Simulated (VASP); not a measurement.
# Ga5As2P3 (I-4m2) in VASP: notebook, part 2 of 2

VASP 6.6.1. The steps go on from the part before.

## (3) Single point, PBE

This run uses another cell than the first one, of 20.06 Å³/atom, 0.914 times its volume.

INCAR

```
SYSTEM = Ga5As2P3
PREC = Accurate
ENCUT = 520
EDIFF = 1E-6
ISMEAR = 0
SIGMA = 0.1
LREAL = .False.
LASPH = .True.
NELM = 60
ALGO = Normal
ISIF = 2
LWAVE = .False.
LCHARG = .False.
GGA = PE
NBANDS = 56
```

KPOINTS

```
Automatic mesh
0
Gamma
  6 6 6
  0 0 0
```

POSCAR

```
Ga5As2P3
1.0
   -1.9212573500      1.9212573500     13.5853410000
    1.9212573500     -1.9212573500     13.5853410000
    1.9212573500      1.9212573500    -13.5853410000
Ga P As
5 3 2
Direct
    0.9000000000      0.9000000000      0.0000000000
    0.5000000000      0.5000000000      0.0000000000
    0.1000000000      0.1000000000      0.0000000000
    0.7000000000      0.7000000000      0.0000000000
    0.3000000000      0.3000000000      0.0000000000
    0.5500000000      0.0500000000      0.5000000000
    0.7500000000      0.2500000000      0.5000000000
    0.9500000000      0.4500000000      0.5000000000
    0.1500000000      0.6500000000      0.5000000000
    0.3500000000      0.8500000000      0.5000000000
```

Potentials or basis: VASP PAW PBE potentials, release 64 (Ga_d, P, As).

Started as:

```bash
> cat potpaw_PBE.64/Ga_d/POTCAR potpaw_PBE.64/P/POTCAR potpaw_PBE.64/As/POTCAR > POTCAR
> mpirun -np 1 vasp_std > vasp.out
```

OUTCAR:

```text
SYSTEM = Ga5As2P3
   PREC = Accurate
   ENCUT = 520
   EDIFF = 1E-6
   ISMEAR = 0
   LREAL = .False.
   LASPH = .True.
   NELM = 60
   ISIF = 2
   GGA = PE

 ion  position               nearest neighbor table
   1  0.900  0.900  0.000-  10 2.35  10 2.35   8 2.35   8 2.35
   2  0.500  0.500  0.000-   6 2.35   8 2.35   6 2.35   8 2.35
   3  0.100  0.100  0.000-   9 2.35   9 2.35   6 2.35   6 2.35
   4  0.700  0.700  0.000-   7 2.35   7 2.35   9 2.35   9 2.35
   5  0.300  0.300  0.000-   7 2.35   7 2.35  10 2.35  10 2.35
   6  0.550  0.050  0.500-   2 2.35   2 2.35   3 2.35   3 2.35
   7  0.750  0.250  0.500-   5 2.35   4 2.35   5 2.35   4 2.35
   8  0.950  0.450  0.500-   2 2.35   2 2.35   1 2.35   1 2.35
   9  0.150  0.650  0.500-   3 2.35   3 2.35   4 2.35   4 2.35
  10  0.350  0.850  0.500-   1 2.35   1 2.35   5 2.35   5 2.35

  LATTYP: Found a body centered tetragonal cell.
 ALAT       =     3.8425147000
 C/A-ratio  =     7.0710678088

  Lattice vectors:

 A1 = (  -1.9212573500,   1.9212573500,  13.5853410000)
 A2 = (   1.9212573500,  -1.9212573500,  13.5853410000)
[... 204 lines left out ...]
      3      -9.9440      2.00000
      4      -9.9207      2.00000
      5      -9.8912      2.00000
      6      -9.8912      2.00000
[... 1405 lines left out ...]
     55       9.1690      0.00000
     56       9.1964      0.00000

 [... further k-points ...]

------------------------ aborting loop because EDIFF is reached ----------------------------------------

  FORCE on cell =-STRESS in cart. coord.  units (eV):
  Direction    XX          YY          ZZ          XY          YZ          ZX
  --------------------------------------------------------------------------------------
  -------------------------------------------------------------------------------------
  Total       10.2214403     10.2214403      9.9229190      0.0000000     -0.0000000      0.0000000
  in kB       81.6433956     81.6433956     79.2589673      0.0000000     -0.0000000      0.0000000
  external PRESSURE =      80.8485862 kB  Pullay stress =       0.0000000 kB

 VOLUME and BASIS-vectors are now :
 -----------------------------------------------------------------------------
  energy-cutoff  :      520.00
  volume of cell :      200.59
      direct lattice vectors                 reciprocal lattice vectors
    -1.921257350  1.921257350 13.585341000     0.000000000  0.260246239  0.036804376
     1.921257350 -1.921257350 13.585341000     0.260246239  0.000000000  0.036804376
     1.921257350  1.921257350-13.585341000     0.260246239  0.260246239  0.000000000

 POSITION                                       TOTAL-FORCE (eV/Angst)
 -----------------------------------------------------------------------------------
      0.00000      0.00000     24.45361        -0.000000      0.000000      0.918978
      0.00000      0.00000     13.58534        -0.000000      0.000000      0.000000
      0.00000      0.00000      2.71707        -0.000000      0.000000     -0.918978
      0.00000      0.00000     19.01948         0.000000     -0.000000      0.905359
      0.00000      0.00000      8.15120         0.000000     -0.000000     -0.905359
      0.00000      1.92126      1.35853        -0.000000      0.000000     -0.058821
      0.00000      1.92126      6.79267        -0.000000      0.000000      0.000000
      0.00000      1.92126     12.22681        -0.000000      0.000000      0.058821
      1.92126      0.00000      4.07560        -0.000000      0.000000     -0.000581
      1.92126      0.00000      9.50974        -0.000000      0.000000      0.000581
 -----------------------------------------------------------------------------------
    total drift:                               -0.000002      0.000002      0.000000

  FREE ENERGIE OF THE ION-ELECTRON SYSTEM (eV)
  ---------------------------------------------------
  free  energy   TOTEN  =       -43.2662781586 eV

  energy  without entropy=      -43.2662781586  energy(sigma->0) =      -43.26627816
```

Wall time 51 min (1 thread of Intel Xeon 6975P-C (Granite Rapids), shared host); peak memory 2.1 GiB.

What came out:

| Property | Result |
| --- | --- |
| Free energy | -43.2663 eV |
| Pressure | 8.1 GPa |
| Largest force | 0.919 eV/Å |
| Band gap on the k mesh | 1.42 eV, indirect (least direct gap 1.43 eV) |

Forces on the atoms (eV/Å):
```
Ga   0.000  0.000  0.919
Ga   0.000  0.000  0.000
Ga   0.000  0.000 -0.919
Ga   0.000  0.000  0.905
Ga   0.000  0.000 -0.905
P    0.000  0.000 -0.059
P    0.000  0.000  0.000
P    0.000  0.000  0.059
As   0.000  0.000 -0.001
As   0.000  0.000  0.001
```

Stress tensor (GPa, compression positive):
```
8.16 0.00 0.00
0.00 8.16 0.00
0.00 0.00 7.93
```

Levels at points of the mesh, in eV from the valence-band top:
| k point | band 42 | band 43 | band 44 | band 45 | band 46 | band 47 | band 48 | band 49 |
| --- | --- | --- | --- | --- | --- | --- | --- | --- |
| (0.00, 0.00, 0.00) | -1.34 | -0.01 | 0.00 | 0.00 | 1.43 | 1.45 | 1.72 | 2.16 |
| (0.50, 0.00, 0.00) | -1.30 | -1.21 | -1.17 | -1.12 | 1.56 | 2.32 | 2.34 | 2.97 |
| (0.50, 0.50, 0.00) | -3.20 | -3.18 | -2.88 | -2.88 | 1.47 | 1.71 | 2.24 | 2.26 |
| (0.50, 0.50, 0.50) | -0.52 | -0.52 | -0.46 | -0.46 | 1.46 | 1.70 | 1.73 | 1.79 |
